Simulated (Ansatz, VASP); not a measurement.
**Be: VASP beside Ansatz**

```
Be
1.0
     2.23052    0.00000    0.00000
    -1.11526    1.93168    0.00000
     0.00000    0.00000    3.49287
Be
2
Direct
  0.33333 0.66667 0.25000
  0.66667 0.33333 0.75000
```

Change from the starting cell: strain -0.030 along x and y, -0.030 along z, atoms carried along.

Alike in both runs: task single point; functional PBEsol; k mesh 24 × 24 × 14; occupations gaussian, width 0.15 eV; no spin polarisation.

|  | VASP | Ansatz |
| --- | --- | --- |
| version | VASP 6.6.1 | Ansatz 0.2.0 |
| potentials or method | VASP PAW PBE potentials, release 64 (Be), cutoff 520 eV | scalar-relativistic, plane waves, PAW |
| valence electrons in the cell | 4 | 4 |

VASP gave:

| Property | Result |
| --- | --- |
| gap on the k mesh at the Fermi level (eV) | none |
| pressure (GPa) | 5.9 |
| traceless stress, the component that is largest in VASP (GPa) | 2.03 |

Question: Which values does Ansatz return?

Answer: gap on the k mesh at the Fermi level (eV): none; pressure (GPa): 5.5; traceless stress, the component that is largest in VASP (GPa): 1.97.

VASP's potentials were made for PBE, not for PBEsol. A gap of «none» marks a metal or a gap that the smearing closes. The functional is the same, so the differences come from potentials, cutoffs and numerics.
